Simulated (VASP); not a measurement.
**Te2Mo: single point with PBE+D3(BJ)**

Crystal: Te2Mo.

```
CELL_PARAMETERS angstrom
3.41355 0.00000 0.00000
-1.70677 2.95622 0.00000
0.00000 0.00000 7.98062
ATOMIC_POSITIONS crystal
Te 0.30773 0.61546 0.76141
Te 0.35894 0.71787 0.23859
Mo 0.00000 0.00000 0.00000
```

This cell differs from its parent crystal: mode 5 frozen in at -0.155 Å, strain +e along z and -e/2 along x and y +0.0467.

```yaml
Program: VASP 6.6.1
Task: single point
Functional: PBE
Dispersion: D3(BJ)
Potentials_or_basis: VASP PAW PBE potentials, release 64 (Te, Mo_sv)
Cutoff: 520 eV
k_mesh: 9 × 9 × 4
Occupations: gaussian, width 0.05 eV
Spin: no spin polarisation
Dipole_correction: no
Further_INCAR_settings: ALGO = Normal; EDIFF = 1e-06; NBANDS = 20
```

| Quantity | Value |
| --- | --- |
| Pressure | -0.2 GPa |
| Largest force | 1.014 eV/Å |
| Band gap on the k mesh | 0.74 eV, indirect (least direct gap 1.15 eV) |
| Dispersion energy per atom | -0.501 eV |

Forces in eV/Å, atoms in the order of the input:
```
Te   0.000  0.927  0.413
Te   0.000 -0.727 -0.445
Mo   0.000 -0.199  0.033
```

Stress tensor (GPa, compression positive):
```
 1.84  0.00  0.00
 0.00  1.84 -6.43
 0.00 -6.43 -4.42
```

Levels at points of the mesh, in eV from the valence-band top:
```csv
k point,band 11,band 12,band 13,band 14,band 15,band 16
"(0.00, 0.00, 0.00)",-1.28,-0.66,-0.59,3.25,3.29,3.54
"(0.00, 0.00, 0.50)",-0.93,-0.67,-0.50,3.20,3.23,3.59
```

Wall time 110 s on 1 thread of Intel(R) Xeon(R) Platinum 8375C CPU @ 2.90GHz (Ice Lake), on a shared host, peak memory 0.31 GiB.

Caveat: the cell differs from its parent crystal (mode 5 frozen in at -0.155 Å, strain +e along z and -e/2 along x and y +0.0467); spin-orbit coupling is left out, which moves the levels of the heavy elements; forces of over 1 eV/Å act on the atoms, so gaps and moduli don't describe the material at rest. A k mesh can miss the band edges.
